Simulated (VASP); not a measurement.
A run of VASP 6.6.1:

The input INCAR:

```
PREC = Accurate
ENCUT = 520
EDIFF = 1E-7
ISMEAR = 0
SIGMA = 0.01
LREAL = F
LASPH = T
NELM = 100
ALGO = Normal
ISIF = 2
LWAVE = F
LCHARG = T
GGA = PS
LELF = T
LVHAR = T
NBANDS = 16
```

File KPOINTS:

```
Automatic mesh
0
Gamma
  4 4 4
```

Contents of POSCAR:

```
InP
1.0
    0.0000000000      2.9305000000      2.9305000000
    2.9305000000      0.0000000000      2.9305000000
    2.9305000000      2.9305000000      0.0000000000
In P
1 1
Direct
    0.0000000000      0.0000000000      0.0000000000
    0.2500000000      0.2500000000      0.2500000000
```

Potentials or basis: VASP PAW PBE potentials, release 64 (In_d, P).

Launch:

```bash
$ cat potpaw_PBE.64/In_d/POTCAR potpaw_PBE.64/P/POTCAR > POTCAR
$ mpirun -np 1 vasp_std > vasp.out
```

Hardware: 1 thread of AMD EPYC 9R45 96-Core Processor (Zen 5), on a shared host.

Problem. Estimate the wall time of this run.

Solution. It took 5.1 s on 1 thread of AMD EPYC 9R45 96-Core Processor (Zen 5), with other jobs on the host, peak memory 0.14 GiB. Counts: scf iterations 14, k points 8.
